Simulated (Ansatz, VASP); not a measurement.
## Two plane-wave programs on Sr

File INCAR:

```
SYSTEM = Sr
PREC     = Accurate       ! precision mode
ENCUT    = 600            ! plane-wave cutoff, eV
EDIFF    = 1E-6           ! SCF threshold, eV
ISMEAR   = 0              ! smearing method
SIGMA    = 0.1            ! smearing width, eV
LREAL    = .False.        ! projectors in reciprocal space
LASPH    = .True.         ! aspherical terms in the spheres
NELM     = 100            ! most SCF steps
ALGO     = Fast           ! electronic algorithm
ISIF     = 3              ! what is computed and relaxed
LWAVE    = .False.        ! write WAVECAR
LCHARG   = .False.        ! write CHGCAR
GGA      = PS             ! functional
IBRION   = 2              ! ionic algorithm
NSW      = 80             ! ionic steps
EDIFFG   = -0.01          ! ionic threshold
```

KPOINTS

```
regular mesh
0
Gamma
  10 10 10
  0 0 0
```

The input POSCAR:

```
Sr
1.0
    0.0000000000      4.1367333418      4.1367333418
    4.1367333418      0.0000000000      4.1367333418
    4.1367333418      4.1367333418      0.0000000000
Sr
2
Direct
    0.0000000000      0.0000000000      0.0000000000
    0.2500000000      0.2500000000      0.2500000000
```

Input for Ansatz:

```yaml
crystal:
  lattice:
    - [0.0, 4.1367333418, 4.1367333418]
    - [4.1367333418, 0.0, 4.1367333418]
    - [4.1367333418, 4.1367333418, 0.0]
  atoms:
    - { symbol: Sr, position: [0.0, 0.0, 0.0] }
    - { symbol: Sr, position: [0.25, 0.25, 0.25] }
basis:
  ecutwfc: 420
kpoints:
  mp_grid: { grid: [10, 10, 10] }
hamiltonian:
  xc: pbesol
scf:
  occupations: { method: gaussian, width: 0.1 }
output:
  forces: true
  stress: true
  eigenvalues: true
relax:
  adjacent_minimum: "off"
  f_tol: 0.01
  max_steps: 60
  cell: { stress_tol: 0.1 }
```

Alike in both runs: task relaxation of cell and atoms; functional PBEsol; k mesh 10 × 10 × 10; occupations gaussian, width 0.1 eV; no spin polarisation.

```csv
,VASP,Ansatz
version,VASP 6.6.1,Ansatz 0.2.0
potentials or method,"VASP PAW PBE potentials, release 64 (Sr_sv), cutoff 600 eV","scalar-relativistic, plane waves, PAW"
valence electrons in the cell,20,20
```

Ansatz gave:

- gap on the k mesh at the Fermi level, each at its own relaxed structure (eV): none
- relaxed volume (Å³/atom): 103.61
- relaxed length of the cell vector where the two differ most in proportion (Å): 6.642

Q: Which values does VASP return?

A: gap on the k mesh at the Fermi level, each at its own relaxed structure (eV): none; relaxed volume (Å³/atom): 103.26; relaxed length of the cell vector where the two differ most in proportion (Å): 6.635.

VASP's potentials were made for PBE, not for PBEsol. A gap of «none» marks a metal or a gap that the smearing closes.

Noted on VASP's run: the volume moved by over 15 % at a fixed basis, so the end points are rough.
